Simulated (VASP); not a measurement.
Input of a VASP 6.6.1 run:

POSCAR

```
TiO2
1.0
    0.0000000000      2.3968272579      2.3968272579
    2.3968272579      0.0000000000      2.3968272579
    2.3968272579      2.3968272579      0.0000000000
Ti O
1 2
Direct
    0.0000000000      0.0000000000      0.0000000000
    0.2500000000      0.2500000000      0.2500000000
    0.7500000000      0.7500000000      0.7500000000
```

INCAR.step1

```
SYSTEM = TiO2
PREC = Accurate
ENCUT = 1480
ISMEAR = 0
SIGMA = 0.001
LREAL = .FALSE.
LASPH = .TRUE.
NELM = 120
NBANDS = 19
GGA = PE
ALGO = Normal
EDIFF = 1E-5
LWAVE = .TRUE.
LCHARG = .FALSE.
GGA_COMPAT = .FALSE.
```

INCAR.step2

```
SYSTEM = TiO2
PREC = Accurate
ENCUT = 1480
EDIFF = 1E-6
ISMEAR = 0
SIGMA = 0.001
LREAL = .FALSE.
LASPH = .TRUE.
NELM = 120
ALGO = Normal
ISIF = 2
LWAVE = .FALSE.
LCHARG = .FALSE.
METAGGA = R2SCAN
LMIXTAU = .TRUE.
NBANDS = 19
ISTART = 1
GGA_COMPAT = .FALSE.
```

KPOINTS

```
Automatic mesh
0
G
  6 6 6
  0 0 0
```

Potentials or basis: VASP PAW PBE potentials, release 64 (Ti_sv, O_h).

The run is started by

```bash
$ cat potpaw_PBE.64/Ti_sv/POTCAR potpaw_PBE.64/O_h/POTCAR > POTCAR
$ cp INCAR.step1 INCAR
$ mpirun -np 1 vasp_std > vasp.out
$ cp INCAR.step2 INCAR
$ mpirun -np 1 vasp_std > vasp.out
```

Task: Predict the band gap on the k mesh.

Result: 1.55 eV (least direct gap 2.25 eV).

Task: Estimate the pressure.

Result: 1.4 GPa.

Caveat: the structure was generated, so it needn't be the stable form of TiO2; the PAW data sets were made with another functional, which shifts forces and pressure a little. A k mesh can miss the band edges.
